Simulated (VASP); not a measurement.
# NaCaI3: single point with PBE

The system is NaCaI3.

```
Na Ca I
1.0
     6.12590    0.00000    0.00000
     0.00000    6.12590    0.00000
     0.00000    0.00000    6.12590
Na Ca I
1 1 3
Cartesian
  0.0000 0.0000 0.0000
  3.0629 3.0629 3.0629
  3.0629 3.0629 0.0000
  3.0629 0.0000 3.0629
  0.0000 3.0629 3.0629
```

| Item | Value |
| --- | --- |
| Program | VASP 6.6.1 |
| Task | single point |
| Functional | PBE |
| Potentials or basis | VASP PAW PBE potentials, release 64 (Na_pv, Ca_sv, I) |
| Cutoff | 520 eV |
| k mesh | 4 × 4 × 4 |
| Occupations | fermi-dirac, width 0.02 eV |
| Spin | no spin polarisation |
| Dipole correction | no |
| Further INCAR settings | ALGO = Normal; EDIFF = 1e-06; NBANDS = 27 |

The pressure is 0.2 GPa and the band gap on the k mesh is 2.40 eV, indirect (least direct gap 2.74 eV).

Levels at points of the mesh, in eV from the valence-band top:
```csv
k point,band 17,band 18,band 19,band 20,band 21,band 22
"(0.00, 0.00, 0.00)",-0.34,-0.34,-0.34,2.40,3.76,3.76
"(0.50, 0.00, 0.00)",-0.79,-0.44,-0.44,3.66,3.84,4.50
"(0.50, 0.50, 0.00)",-1.03,-1.03,-0.01,3.65,4.82,4.85
"(0.50, 0.50, 0.50)",0.00,0.00,0.00,2.76,5.30,5.30
```

It took 39 s on 1 thread of AMD EPYC 9R45 96-Core Processor (Zen 5), with other jobs on the host, peak memory 0.31 GiB.

Caveat: spin-orbit coupling is left out, which moves the levels of the heavy elements. A k mesh can miss the band edges.
